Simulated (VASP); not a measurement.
Runs of VASP 6.6.1 on Ta. The structure is that of space group Im-3m (No. 229), or close to it. The cells are those of the table. 

| task | cell | k mesh | smearing | gap on the mesh (eV) | pressure (GPa) | relaxed volume (Å³/atom) |
| --- | --- | --- | --- | --- | --- | --- |
| relaxation of cell and atoms | relaxed from a = 2.817 Å, angles 109.5°, 1 atom | 16 × 16 × 16 | fermi-dirac 0.15 eV | none | 0.0 | (a) |
| relaxation of cell and atoms | relaxed from a = 2.812 Å, angles 109.5°, 1 atom | 16 × 16 × 16 | gaussian 0.1 eV | none | 0.0 | 17.27 |
| single point | a = 2.819 Å, angles 109.5°, 1 atom | 16 × 16 × 16 | fermi-dirac 0.15 eV | none | 0.8 | - |
| single point | a = 2.812 Å, angles 109.5°, 1 atom | 8 × 8 × 8 | gaussian 0.1 eV | none | 1.0 | - |

Alike in all rows: level LDA; potentials or basis VASP PAW LDA potentials, release 64 (Ta_pv); no spin polarisation; cutoff (eV) 500.

Estimate the missing entries.

(a) 17.32.

Caveats: spin-orbit coupling is left out, which moves the levels of the heavy elements.

A k mesh can miss the band edges, and the runs leave out spin-orbit coupling on Ta.

A gap of «none» marks levels without a gap at the run's occupations.
